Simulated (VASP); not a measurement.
A run of VASP 6.6.1:

File POSCAR:

```
Rb
1.0
    2.6041319451     -4.5602175478      0.0000000000
    2.6041319451      4.5602175478      0.0000000000
    0.0000000000      0.0000000000      8.6675291565
Rb
2
Direct
    0.8397110000      0.1602890000      0.7500000000
    0.1602890000      0.8397110000      0.2500000000
```

INCAR.step1

```
SYSTEM = Rb
PREC     = Accurate       ! precision mode
ENCUT    = 520            ! plane-wave cutoff, eV
ISMEAR   = 1              ! smearing method
SIGMA    = 0.1            ! smearing width, eV
LREAL    = .FALSE.        ! projectors in reciprocal space
LASPH    = .TRUE.         ! aspherical terms in the spheres
NELM     = 60             ! most SCF steps
NBANDS   = 16             ! bands
GGA      = PE             ! functional
ALGO     = Normal         ! electronic algorithm
EDIFF    = 1E-4           ! SCF threshold, eV
LWAVE    = .TRUE.         ! write WAVECAR
LCHARG   = .FALSE.        ! write CHGCAR
```

The input INCAR.step2:

```
SYSTEM = Rb
PREC     = Accurate       ! precision mode
ENCUT    = 520            ! plane-wave cutoff, eV
EDIFF    = 1E-6           ! SCF threshold, eV
ISMEAR   = 1              ! smearing method
SIGMA    = 0.1            ! smearing width, eV
LREAL    = .FALSE.        ! projectors in reciprocal space
LASPH    = .TRUE.         ! aspherical terms in the spheres
NELM     = 60             ! most SCF steps
ALGO     = Normal         ! electronic algorithm
ISIF     = 2              ! what is computed and relaxed
LWAVE    = .FALSE.        ! write WAVECAR
LCHARG   = .FALSE.        ! write CHGCAR
METAGGA  = R2SCAN         ! meta-GGA
LMIXTAU  = .TRUE.       
NBANDS   = 16             ! bands
ISTART   = 1
```

File KPOINTS:

```
Automatic mesh
0
G
  7 7 4
  0 0 0
```

Potentials or basis: VASP PAW PBE potentials, release 64 (Rb_sv).

Launch:

```bash
$ cat potpaw_PBE.64/Rb_sv/POTCAR > POTCAR
$ cp INCAR.step1 INCAR
$ mpirun -np 1 vasp_std > vasp.out
$ cp INCAR.step2 INCAR
$ mpirun -np 1 vasp_std > vasp.out
```

Hardware: 1 thread of Intel(R) Xeon(R) Platinum 8488C (Sapphire Rapids), with other jobs on the host.

Problem. Estimate the wall time of this run.

Solution. Wall time 7.3 min on 1 thread of Intel(R) Xeon(R) Platinum 8488C (Sapphire Rapids), on a shared host, peak memory 0.42 GiB. Counts: k points 48.
